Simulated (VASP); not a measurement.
# C (Cmmm) in VASP: a series of runs

Runs on C. Level: PBE. Tasks: single point.

Everything below comes from runs of VASP 6.6.1. Logs are shortened: lines on timing, memory, paths and dates and some standing lists are left out, and cuts for length are marked.

## 1. The cell of the first run

It takes space group Cmmm (No. 65, orthorhombic). Conventional cell: a = 2.672 Å, b = 6.199 Å, c = 3.428 Å, α = 90.00°, β = 90.00°, γ = 90.00°. C (site symmetry mm2) has 3 C at 1.34 to 1.52 Å within 1.8 Å. C (site symmetry m2m) has 4 C at 1.52 to 1.61 Å within 2.0 Å.

## 2. Single point, PBE

File INCAR:

```
  PREC = Accurate
  ENCUT = 520
  EDIFF = 1E-6
  ISMEAR = 0
  SIGMA = 0.2
  LREAL = False
  LASPH = True
  NELM = 100
  ALGO = Normal
  ISIF = 2
  LWAVE = False
  LCHARG = True
  GGA = PE
  LELF = True
  LVHAR = True
  NBANDS = 26
```

File KPOINTS:

```
regular mesh
0
Gamma
  8 8 4
```

File POSCAR:

```
C
1.0
   -2.6716136366      0.0000000000      0.0000000000
    1.3358068183     -3.0996599397      0.0000000000
    0.0000000000      0.0000000000      6.8566136001
C
8
Direct
    0.5000000000      1.0000000000      0.4025846081
    0.5000000000      1.0000000000      0.9025846081
    0.5000000000      1.0000000000      0.0974153919
    0.5000000000      1.0000000000      0.5974153919
    0.3220024245      0.6440048489      0.2500000000
    0.3220024245      0.6440048489      0.7500000000
    0.6779975755      0.3559951511      0.2500000000
    0.6779975755      0.3559951511      0.7500000000
```

Potentials or basis: VASP PAW PBE potentials, release 64 (C).

The run is started by

```
cat potpaw_PBE.64/C/POTCAR > POTCAR
mpirun -np 1 vasp_std > vasp.out
```

OUTCAR:

```text
PREC = Accurate
   ENCUT = 520
   EDIFF = 1E-6
   ISMEAR = 0
   LREAL = False
   LASPH = True
   NELM = 100
   ISIF = 2
   GGA = PE

 ion  position               nearest neighbor table
   1  0.500  0.000  0.403-   4 1.34   5 1.52   7 1.52
   2  0.500  0.000  0.903-   3 1.34   6 1.52   8 1.52
   3  0.500  0.000  0.097-   2 1.34   5 1.52   7 1.52
   4  0.500  0.000  0.597-   1 1.34   6 1.52   8 1.52
   5  0.322  0.644  0.250-   1 1.52   3 1.52   7 1.61   7 1.61
   6  0.322  0.644  0.750-   2 1.52   4 1.52   8 1.61   8 1.61
   7  0.678  0.356  0.250-   1 1.52   3 1.52   5 1.61   5 1.61
   8  0.678  0.356  0.750-   2 1.52   4 1.52   6 1.61   6 1.61

  LATTYP: Found a base centered orthorhombic cell.
 ALAT       =     2.6716136366
 B/A-ratio  =     2.3204402742
 C/A-ratio  =     2.5664690082

  Lattice vectors:

 A1 = (  -1.3358068183,   3.0996599397,   0.0000000000)
 A2 = (  -1.3358068183,  -3.0996599397,   0.0000000000)
 A3 = (   0.0000000000,   0.0000000000,   6.8566136001)

Analysis of symmetry for initial positions (statically):
=====================================================================
 Subroutine PRICEL returns following result:

  LATTYP: Found a base centered orthorhombic cell.
 ALAT       =     2.6716136366
 B/A-ratio  =     2.3204402742
 C/A-ratio  =     1.2832345041

  Lattice vectors:

 A1 = (  -1.3358068183,   3.0996599397,   0.0000000000)
 A2 = (  -1.3358068183,  -3.0996599397,   0.0000000000)
 A3 = (   0.0000000000,   0.0000000000,   3.4283068000)

   2 primitive cells build up your supercell.

 Routine SETGRP: Setting up the symmetry group for a
 base centered orthorhombic supercell.

 Subroutine GETGRP returns: Found  8 space group operations
 (whereof  8 operations were pure point group operations)
 out of a pool of  8 trial point group operations.

The static configuration has the point symmetry D_2h.

Analysis of symmetry for dynamics (positions and initial velocities):
=====================================================================
 Subroutine PRICEL returns following result:

  LATTYP: Found a base centered orthorhombic cell.
 ALAT       =     2.6716136366
 B/A-ratio  =     2.3204402742
 C/A-ratio  =     1.2832345041

  Lattice vectors:

 A1 = (  -1.3358068183,   3.0996599397,   0.0000000000)
 A2 = (  -1.3358068183,  -3.0996599397,   0.0000000000)
 A3 = (   0.0000000000,   0.0000000000,   3.4283068000)

   2 primitive cells build up your supercell.

 Routine SETGRP: Setting up the symmetry group for a
 base centered orthorhombic supercell.

 Subroutine GETGRP returns: Found  8 space group operations
 (whereof  8 operations were pure point group operations)
 out of a pool of  8 trial point group operations.

The dynamic configuration has the point symmetry D_2h.

 Subroutine INISYM returns: Found  8 space group operations
 (whereof  8 operations are pure point group operations),
 and found     2 'primitive' translations

----------------------------------------------------------------------------------------

                                     Primitive cell

  volume of cell :      28.3901

  direct lattice vectors                    reciprocal lattice vectors
    -1.335806818  3.099659940  0.000000000    -0.374305621  0.161308018  0.000000000
    -1.335806818 -3.099659940  0.000000000    -0.374305621 -0.161308018  0.000000000
     0.000000000  0.000000000  3.428306800     0.000000000  0.000000000  0.291689180

  length of vectors
     3.375243932  3.375243932  3.428306800     0.407584315  0.407584315  0.291689180

  position of ions in fractional coordinates (direct lattice)
     0.500000000  0.500000000  0.805169216
     0.500000000  0.500000000  0.194830784
     0.677997576  0.322002424  0.500000000
     0.322002424  0.677997576  0.500000000

  ion indices of the primitive-cell ions
   primitive index   ion index
                 1           1
                 2           4
                 3           5
                 4           7

----------------------------------------------------------------------------------------

 KPOINTS: regular mesh

Automatic generation of k-mesh.
 Grid dimensions read from file:
 generate k-points for:    8    8    4

 Generating k-lattice:

  Cartesian coordinates                     Fractional coordinates (reciprocal lattice)
    -0.046788203 -0.020163502  0.000000000     0.125000000  0.000000000  0.000000000
     0.000000000 -0.040327004  0.000000000     0.000000000  0.125000000  0.000000000
     0.000000000  0.000000000  0.036461148     0.000000000  0.000000000  0.250000000

  Length of vectors
     0.050948039  0.040327004  0.036461148

  Shift w.r.t. Gamma in fractional coordinates (k-lattice)
     0.000000000  0.000000000  0.000000000

 Subroutine IBZKPT returns following result:
 ===========================================

 Found     63 irreducible k-points:

 Following reciprocal coordinates:
            Coordinates               Weight
  0.000000  0.000000  0.000000      1.000000
  0.125000  0.000000  0.000000      4.000000
  0.250000  0.000000  0.000000      4.000000
  0.375000  0.000000  0.000000      4.000000
  0.500000  0.000000  0.000000      2.000000
  0.000000  0.125000  0.000000      2.000000
[... 16 lines left out ...]
  0.125000  0.000000  0.250000      8.000000
  0.250000  0.000000  0.250000      8.000000
 [... further k-points ...]
   k-points           NKPTS =     63   k-points in BZ     NKDIM =     63   number of bands    NBANDS=     26
   number of dos      NEDOS =    301   number of ions     NIONS =      8
   total plane-waves  NPLWV =  30240
   dimension x,y,z NGX =    20 NGY =   28 NGZ =   54
   dimension x,y,z NGXF=    40 NGYF=   56 NGZF=  108
   ions per type =               8
   NGX,Y,Z   is equivalent  to a cutoff of  12.45, 13.79, 13.09 a.u.
   NGXF,Y,Z  is equivalent  to a cutoff of  24.89, 27.58, 26.19 a.u.
 SYSTEM =  unknown system
   PREC   = accura    normal or accurate (medium, high low for compatibility)
   ISTART =      0    job   : 0-new  1-cont  2-samecut
   ICHARG =      2    charge: 1-file 2-atom 10-const
   ISPIN  =      1    spin polarized calculation?
   LNONCOLLINEAR =      F non collinear calculations
   LSORBIT =      F    spin-orbit coupling
   LASPH  =      T    aspherical Exc in radial PAW
   ENCUT  =  520.0 eV  38.22 Ry    6.18 a.u.   4.97  6.28 12.75*2*pi/ulx,y,z
   NELM   =    100;   NELMIN=  2; NELMDL= -5     # of ELM steps
   EDIFF  = 0.1E-05   stopping-criterion for ELM
   LREAL  =      F    real-space projection
   EDIFFG = 0.1E-04   stopping-criterion for IOM
   NSW    =      0    number of steps for IOM
   IBRION =     -1    ionic relax: 0-MD 1-quasi-New 2-CG
   NFREE  =      0    steps in history (QN), initial steepest desc. (CG)
   ISIF   =      2    stress and relaxation
   ISYM   =      2    0-nonsym 1-usesym 2-fastsym
   POTIM  = 0.5000    time-step for ionic-motion
   TEBEG  =    0.0;   TEEND  =   0.0 temperature during run
   PSTRESS=    0.0 pullay stress
   NELECT =      32.0000    total number of electrons
   NUPDOWN=      -1.0000    fix difference up-down
   EMIN   =  10.00;   EMAX   =-10.00  energy-range for DOS
   EFERMI =   0.00;   METHOD = LEGACY
   ISMEAR =     0;   SIGMA  =   0.20  broadening in eV -4-tet -1-fermi 0-gaus
   EFERMI_NEDOS =   21; number of points for ismear=-14 and -15
   IALGO  =     38    algorithm
   IMIX   =      4    mixing-type and parameters
     AMIX     =   0.40;   BMIX     =  1.00
     AMIX_MAG =   1.60;   BMIX_MAG =  1.00
  volume/ion in A,a.u.               =       7.10        47.90
  Fermi-wavevector in a.u.,A,eV,Ry     =   1.352256  2.555394 24.879576  1.828597
  Thomas-Fermi vector in A             =   2.479610
   LORBIT       =      0    0 simple, 1 ext, 2 COOP (PROOUT), +10 PAW based schemes
   GGA     = PE    functional components
   LHFCALC =     F    Hartree Fock is set to
   AEXX    =    0.0000 exact exchange contribution
   IVDW    =     0    specifies the selected vdW correction
   LEPSILON=     F    determine dielectric tensor
   LRPA    =     F    only Hartree local field effects (RPA)
 non-spin polarized calculation
 Gauss-broadening in eV      SIGMA  =   0.20
  energy-cutoff  :      520.00
  volume of cell :       56.78
 maximum number of plane-waves:      1550
   NGX =  9   NGY = 13   NGZ = 25

 number of electron      32.0000001 magnetization

 Free energy of the ion-electron system (eV)
  ---------------------------------------------------
  ext. energy  EPLUGINS =         0.00000000
  ---------------------------------------------------
  free energy    TOTEN  =       -68.29696272 eV

  energy without entropy =      -68.28870688  energy(sigma->0) =      -68.29283480

 E-fermi :   7.3926     XC(G=0): -11.7893

 val. band max:        7.3611840987   @ k =   0.2500   0.0000   0.0000
 cond. band min:       7.5111231297   @ k =   0.1250   0.3750   0.2500
 fundamental gap:      0.1499390310
 Fermi energy:         7.3926406187

 k-point     1 :       0.0000    0.0000    0.0000
  band No.  band energies     occupation
      1     -13.3052      2.00000
      2     -12.2200      2.00000
      3      -8.8895      2.00000
      4      -4.8469      2.00000
      5      -2.7624      2.00000
      6      -2.2252      2.00000
[... 18 lines left out ...]
     25      16.0374      0.00000
     26      17.0941      0.00000

 k-point     2 :       0.1250    0.0000    0.0000
  band No.  band energies     occupation
      1     -13.0498      2.00000
      2     -11.9672      2.00000
      3      -8.6798      2.00000
      4      -4.7949      2.00000
      5      -2.9641      2.00000
      6      -2.5445      2.00000
[... 18 lines left out ...]
     25      16.5036      0.00000
[... 608 lines left out ...]
     25      16.6910      0.00000
     26      17.1204      0.00000

 k-point    24 :       0.2500    0.0000    0.2500
  band No.  band energies     occupation
      1     -12.2115      2.00000
      2     -11.4774      2.00000
      3      -7.6446      2.00000
      4      -5.3338      2.00000
      5      -4.0336      2.00000
      6      -3.7449      2.00000
[... 18 lines left out ...]
     25      17.1344      0.00000
     26      17.7429      0.00000

 [... further k-points ...]

------------------------ aborting loop because EDIFF is reached ----------------------------------------

  FORCE on cell =-STRESS in cart. coord.  units (eV):
  Direction    XX          YY          ZZ          XY          YZ          ZX
  --------------------------------------------------------------------------------------
  -------------------------------------------------------------------------------------
  Total        0.0853737      0.1508159      0.1573718      0.0000000      0.0000000      0.0000000
  in kB        2.4090016      4.2555949      4.4405838      0.0000000      0.0000000      0.0000000
  external PRESSURE =       3.7017267 kB  Pullay stress =       0.0000000 kB

 VOLUME and BASIS-vectors are now :
 -----------------------------------------------------------------------------
  energy-cutoff  :      520.00
  volume of cell :       56.78
      direct lattice vectors                 reciprocal lattice vectors
    -2.671613637  0.000000000  0.000000000    -0.374305621 -0.161308018  0.000000000
     1.335806818 -3.099659940  0.000000000     0.000000000 -0.322616035  0.000000000
     0.000000000  0.000000000  6.856613600     0.000000000  0.000000000  0.145844590

 POSITION                                       TOTAL-FORCE (eV/Angst)
 -----------------------------------------------------------------------------------
     -1.33581      0.00000      2.76037         0.000000      0.000000     -0.003034
     -1.33581      0.00000      6.18867         0.000000     -0.000000     -0.003034
     -1.33581      0.00000      0.66794         0.000000      0.000000      0.003034
     -1.33581      0.00000      4.09625         0.000000      0.000000      0.003034
     -0.00000     -1.99620      1.71415         0.000000      0.028412     -0.000000
     -0.00000     -1.99620      5.14246         0.000000      0.028412      0.000000
     -1.33581     -1.10346      1.71415         0.000000     -0.028412     -0.000000
     -1.33581     -1.10346      5.14246         0.000000     -0.028412      0.000000
 -----------------------------------------------------------------------------------
    total drift:                               -0.000000     -0.000000      0.000000

  FREE ENERGIE OF THE ION-ELECTRON SYSTEM (eV)
  ---------------------------------------------------
  free  energy   TOTEN  =       -68.2969627239 eV

  energy  without entropy=      -68.2887068809  energy(sigma->0) =      -68.29283480
```

It took 2.9 min on 1 thread of AMD EPYC 7R13, shared host; peak memory 0.17 GiB.

Results:

```
Free energy            : -68.2970 eV
Pressure               : 0.4 GPa
Largest force          : 0.028 eV/Å
Band gap on the k mesh : zero (band 16 reaches 8.81 eV, above the bottom of band 17 at 6.54 eV)
```

Forces on the atoms (eV/Å):
```
C    0.000  0.000 -0.003
C    0.000  0.000 -0.003
C    0.000  0.000  0.003
C    0.000  0.000  0.003
C    0.000  0.028  0.000
C    0.000  0.028  0.000
C    0.000 -0.028  0.000
C    0.000 -0.028  0.000
```

## 3. Single point, PBE, collinear spin, ferromagnetic start

This run uses another cell than the first one: it holds 4 atoms, not 8.

File INCAR:

```
SYSTEM = C
PREC     = Accurate       ! precision mode
ENCUT    = 520            ! plane-wave cutoff, eV
EDIFF    = 1E-6           ! SCF threshold, eV
ISMEAR   = 0              ! smearing method
SIGMA    = 0.1            ! smearing width, eV
LREAL    = .False.        ! projectors in reciprocal space
LASPH    = .True.         ! aspherical terms in the spheres
NELM     = 150            ! most SCF steps
ALGO     = Normal         ! electronic algorithm
ISIF     = 2              ! what is computed and relaxed
LWAVE    = .False.        ! write WAVECAR
LCHARG   = .True.         ! write CHGCAR
ISPIN    = 2              ! spin polarisation
MAGMOM   = 1 1 1 1        ! initial moments
LORBIT   = 11             ! projections on sites
GGA      = PE             ! functional
LELF     = .True.         ! ELF
LVHAR    = .True.       
NBANDS   = 20             ! bands
```

File KPOINTS:

```
regular mesh
0
Gamma
  8 8 6
  0 0 0
```

File POSCAR:

```
C
1.0
    1.2234596300     -2.9201016100      0.0000000000
    1.2234596300      2.9201016100      0.0000000000
    0.0000000000      0.0000000000      3.4558927200
C
4
Direct
    0.5000000000      0.5000000000      0.7895990000
    0.5000000000      0.5000000000      0.2104010000
    0.3173019000      0.6826981000      0.5000000000
    0.6826981000      0.3173019000      0.5000000000
```

Potentials or basis: VASP PAW PBE potentials, release 64 (C).

The run is started by

```
cat potpaw_PBE.64/C/POTCAR > POTCAR
mpirun -np 1 vasp_std > vasp.out
```

Run time: 2.6 min. Hardware: 1 thread of AMD EPYC 7R13, shared host; peak memory 0.15 GiB.

The run converged. Its results:

```yaml
Free_energy: -33.0964 eV
Pressure: 45.8 GPa
Largest_force: 4.995 eV/Å
Band_gap_on_the_k_mesh: zero (filled and empty bands overlap)
Net_moment: 0.00 μB per cell
Valence_electrons_inside_the_program's_atomic_spheres: C 2.60, 2.74
```

Forces in eV/Å, atoms in the order of the input:
```
C    0.000  0.000  4.995
C    0.000  0.000 -4.995
C    0.000 -1.996  0.000
C    0.000  1.996  0.000
```

Stress tensor (GPa, compression positive):
```
50.73  0.00  0.00
 0.00 83.69  0.00
 0.00  0.00  2.85
```

Levels at points of the mesh, in eV from the Fermi level:
Spin up:
```csv
k point,band 4,band 5,band 6,band 7,band 8,band 9,band 10,band 11,band 12,band 13
"(0.00, 0.00, 0.00)",-10.05,-9.93,-4.88,-2.83,-1.20,4.69,5.52,6.10,8.95,10.05
"(0.50, 0.00, 0.00)",-10.19,-8.73,-8.51,-5.48,-3.55,0.31,6.81,7.65,9.17,11.12
"(0.50, 0.50, 0.00)",-8.91,-8.54,-6.73,-3.78,2.61,4.33,5.67,5.98,11.02,11.26
"(0.00, 0.00, 0.50)",-8.92,-6.02,-5.73,-4.83,1.32,1.33,5.06,6.28,7.07,12.16
"(0.50, 0.00, 0.50)",-10.91,-8.26,-7.11,-5.28,-4.08,0.30,5.71,9.24,9.37,12.80
"(0.50, 0.50, 0.50)",-11.45,-6.32,-3.22,-1.29,0.88,6.50,6.62,6.75,7.05,10.24
```
Spin down:
```tsv
k point	band 5	band 6	band 7	band 8	band 9	band 10	band 11	band 12
(0.00, 0.00, 0.00)	-9.93	-4.88	-2.83	-1.20	4.69	5.52	6.10	8.95
(0.50, 0.00, 0.00)	-8.73	-8.51	-5.48	-3.55	0.31	6.81	7.65	9.17
(0.50, 0.50, 0.00)	-8.54	-6.73	-3.78	2.61	4.33	5.67	5.98	11.02
(0.00, 0.00, 0.50)	-6.02	-5.73	-4.83	1.32	1.33	5.06	6.28	7.07
(0.50, 0.00, 0.50)	-8.26	-7.11	-5.28	-4.08	0.30	5.71	9.24	9.37
(0.50, 0.50, 0.50)	-6.32	-3.22	-1.29	0.88	6.50	6.62	6.75	7.05
```

Caveat: forces of over 1 eV/Å act on the atoms, so gaps and moduli don't describe the material at rest.
